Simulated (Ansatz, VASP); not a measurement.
MgS in VASP and in Ansatz

INCAR

```
PREC = Accurate
ENCUT = 520
EDIFF = 1E-6
ISMEAR = -1
SIGMA = 0.05
LREAL = F
LASPH = T
NELM = 100
ALGO = Normal
ISIF = 2
LWAVE = F
LCHARG = F
GGA = PS
IBRION = 2
NSW = 60
EDIFFG = -0.01
```

File KPOINTS:

```
Automatic mesh
0
Gamma
  7 7 4
```

The input POSCAR:

```
MgS
1.0
    3.8732375105      0.0000000000      0.0000000000
   -1.9366187553      3.3543220790      0.0000000000
    0.0000000000      0.0000000000      6.4322941800
S Mg
2 2
Direct
    0.6666666667      0.3333333333      0.8792441500
    0.3333333333      0.6666666667      0.3792441500
    0.3333333333      0.6666666667      0.9957548500
    0.6666666667      0.3333333333      0.4957548500
```

input.yaml

```yaml
crystal:
  lattice:
    - [3.8732375105, 0.0, 0.0]
    - [-1.9366187553, 3.354322079, 0.0]
    - [0.0, 0.0, 6.43229418]
  atoms:
    - { symbol: S, position: [0.6666666667, 0.3333333333, 0.87924415] }
    - { symbol: S, position: [0.3333333333, 0.6666666667, 0.37924415] }
    - { symbol: Mg, position: [0.3333333333, 0.6666666667, 0.99575485] }
    - { symbol: Mg, position: [0.6666666667, 0.3333333333, 0.49575485] }
hamiltonian:
  xc: pbesol
  pseudopotentials: { kind: paw }
kpoints:
  mp_grid: { grid: [7, 7, 4] }
scf:
  occupations: { method: fermi_dirac, width: 0.05 }
output:
  forces: true
  stress: true
  eigenvalues: true
relax:
  f_tol: 0.01
  max_steps: 40
```

Alike in both runs: task relaxation of the atoms; functional PBEsol; k mesh 7 × 7 × 4; occupations fermi-dirac, width 0.05 eV; no spin polarisation.

|  | VASP | Ansatz |
| --- | --- | --- |
| version | VASP 6.6.1 | Ansatz 0.2.0 |
| potentials or method | VASP PAW PBE potentials, release 64 (S, Mg) | Ansatz PAW |
| plane-wave cutoff (eV) | 520 | 420 |
| valence electrons in the cell | 16 | 32 |

Ansatz gave:

| Property | Result |
| --- | --- |
| gap on the k mesh at the Fermi level, each at its own relaxed structure (eV) | 3.72 |

**Question.** Estimate VASP's values.

**Answer.** gap on the k mesh at the Fermi level, each at its own relaxed structure (eV): 3.73.

VASP's potentials were made for PBE, not for PBEsol. VASP's potentials hold 16 valence electrons a cell and Ansatz's 32, so a difference there can come from the potentials and not from the codes.

Noted on Ansatz's run: odd divisions of the mesh miss points on the zone boundary, where band edges often lie, so the gap on the mesh can be too wide.
